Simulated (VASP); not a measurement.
Input of a VASP 6.6.1 run:

The input INCAR:

```
SYSTEM = SiNi3
ALGO     = Fast           ! electronic algorithm
EDIFF    = 1E-6           ! SCF threshold, eV
ENCUT    = 520            ! plane-wave cutoff, eV
GGA      = PS             ! functional
ISIF     = 2              ! what is computed and relaxed
ISMEAR   = 0              ! smearing method
LASPH    = .TRUE.         ! aspherical terms in the spheres
LCHARG   = .FALSE.        ! write CHGCAR
LREAL    = .FALSE.        ! projectors in reciprocal space
LWAVE    = .FALSE.        ! write WAVECAR
NBANDS   = 25             ! bands
NELM     = 100            ! most SCF steps
PREC     = Accurate       ! precision mode
SIGMA    = 0.1            ! smearing width, eV
```

The input KPOINTS:

```
k-points
0
G
  16 16 16
  0 0 0
```

File POSCAR:

```
SiNi3
1.0
    3.5131644443      0.0000000000      0.0000000000
    0.0000000000      3.5131644443      0.0000000000
    0.0000000000      0.0000000000      3.5131644443
Si Ni
1 3
Direct
    0.0000000000      0.0000000000      0.0000000000
    0.0000000000      0.5000000000      0.5000000000
    0.5000000000      0.0000000000      0.5000000000
    0.5000000000      0.5000000000      0.0000000000
```

Potentials or basis: VASP PAW PBE potentials, release 64 (Si, Ni).

Launch:

```bash
$ cat potpaw_PBE.64/Si/POTCAR potpaw_PBE.64/Ni/POTCAR > POTCAR
$ mpirun -np 1 vasp_std > vasp.out
```

Task: Predict the band gap on the k mesh.

Result: Zero (band 17 reaches 10.44 eV, above the bottom of band 18 at 10.21 eV).

Task: Predict the pressure.

Result: -9.4 GPa.

Caveat: the cell differs from its parent crystal (equal strain along all axes, cell held: +1.5 %); the PAW data sets were made with another functional, which shifts forces and pressure a little. Spin polarisation is off, so any magnetic state and its effect on volume and gap are missing.
